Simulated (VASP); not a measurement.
A run of VASP 6.6.1 is set up as follows.

The input INCAR:

```
SYSTEM = Ba2CaMoO6
  AGGAC = 1.0
  AGGAX = 1.0
  ALDAC = 0.0
  ALDAX = 1.0
  ALGO = Normal
  EDIFF = 1E-7
  EDIFFG = -0.01
  ENCUT = 600
  GGA = B5
  GGA_COMPAT = .FALSE.
  IBRION = 2
  ISIF = 3
  ISMEAR = 0
  IVDW = 12
  LASPH = .TRUE.
  LCHARG = .FALSE.
  LREAL = .FALSE.
  LWAVE = .FALSE.
  NELM = 120
  NELMIN = 4
  NSW = 80
  PREC = Accurate
  SIGMA = 0.01
  VDW_A1 = 0.4298
  VDW_A2 = 4.2359
  VDW_S6 = 1.0
  VDW_S8 = 2.6996
```

The input KPOINTS:

```
k-points
0
G
  4 4 4
  0 0 0
```

Contents of POSCAR:

```
Ba2CaMoO6
1.0
    0.0000000000      4.1900565000      4.1900565000
    4.1900565000      0.0000000000      4.1900565000
    4.1900565000      4.1900565000      0.0000000000
Ba Ca Mo O
2 1 1 6
Direct
    0.2500000000      0.2500000000      0.2500000000
    0.7500000000      0.7500000000      0.7500000000
    0.0000000000      0.0000000000      0.0000000000
    0.5000000000      0.5000000000      0.5000000000
    0.7281400000      0.2718600000      0.2718600000
    0.2718600000      0.7281400000      0.2718600000
    0.2718600000      0.7281400000      0.7281400000
    0.7281400000      0.2718600000      0.7281400000
    0.2718600000      0.2718600000      0.7281400000
    0.7281400000      0.7281400000      0.2718600000
```

Potentials or basis: VASP PAW PBE potentials, release 64 (Ba_sv, Ca_sv, Mo_sv, O).

The run is started by

```console
$ cat potpaw_PBE.64/Ba_sv/POTCAR potpaw_PBE.64/Ca_sv/POTCAR potpaw_PBE.64/Mo_sv/POTCAR potpaw_PBE.64/O/POTCAR > POTCAR
$ mpirun -np 1 vasp_std > vasp.out
```

Predict the dispersion energy per atom.

-0.526 eV.

Predict the relaxed volume.

15.01 Å³/atom.

Step by step:
| step | energy change (eV) | largest force (eV/Å) | pressure (GPa) | volume (Å³) |
| --- | --- | --- | --- | --- |
| 1 | 0.0000 | 0.8016 | 4.11 | 147.13 |
| 2 | 0.1070 | 1.1233 | -5.60 | 155.31 |
| 3 | -0.0724 | 0.0222 | -0.02 | 150.18 |
| 4 | -0.0724 | 0.0072 | 0.05 | 150.11 |

Caveat: the PAW data sets were made with another functional, which shifts forces and pressure a little. Zero-point motion and thermal expansion aren't in these numbers.
